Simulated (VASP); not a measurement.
Ta4N: single point with PBE

Crystal: Ta4N.

```
Ta N
1.0
     4.29069    0.00000    0.00000
     0.00000    4.29069    0.00000
     0.00000    0.00000    4.29069
Ta N
4 1
Direct
  0.00000 0.00000 0.00000
  0.50000 0.50000 0.00000
  0.50000 0.00000 0.50000
  0.00000 0.50000 0.50000
  0.50000 0.50000 0.50000
```

- Program: VASP 6.6.1
- Task: single point
- Functional: PBE
- Potentials or basis: VASP PAW PBE potentials, release 64 (Ta_pv, N)
- Cutoff: 520 eV
- k mesh: 4 × 4 × 4
- Occupations: gaussian, width 0.1 eV
- Spin: collinear spin, ferromagnetic start
- Starting moments: [1.0, 1.0, 1.0, 1.0, 0.0] μB

```yaml
Pressure: 0.3 GPa
Net_moment: 0.00 μB per cell
Valence_electrons_inside_the_program's_atomic_spheres: Ta 8.75, 8.89; N 3.80
```

Levels at points of the mesh, in eV from the Fermi level:
Spin up:
```csv
k point,band 21,band 22,band 23,band 24,band 25,band 26,band 27,band 28
"(0.00, 0.00, 0.00)",-3.60,-3.60,0.04,0.04,0.04,2.57,2.57,3.93
"(0.50, 0.00, 0.00)",-1.85,-1.58,-1.58,0.17,0.17,0.30,1.12,1.69
"(0.50, 0.50, 0.00)",-1.56,-1.56,-1.34,-0.96,-0.27,-0.27,1.51,1.58
"(0.50, 0.50, 0.50)",-0.04,-0.04,-0.04,0.12,0.12,0.30,0.30,0.30
```
Spin down:
```csv
k point,band 22,band 23,band 24,band 25,band 26,band 27
"(0.00, 0.00, 0.00)",-3.60,0.04,0.04,0.04,2.57,2.57
"(0.50, 0.00, 0.00)",-1.58,-1.58,0.17,0.17,0.30,1.12
"(0.50, 0.50, 0.00)",-1.56,-1.34,-0.96,-0.27,-0.27,1.51
"(0.50, 0.50, 0.50)",-0.04,-0.04,0.12,0.12,0.30,0.30
```

Wall time 70 s on 1 thread of AMD EPYC 7R43 64-Core Processor (Zen 3), on a shared host, peak memory 0.19 GiB.

Caveat: the k points lie up to 0.37 Å⁻¹ apart; spin-orbit coupling is left out, which moves the levels of the heavy elements.
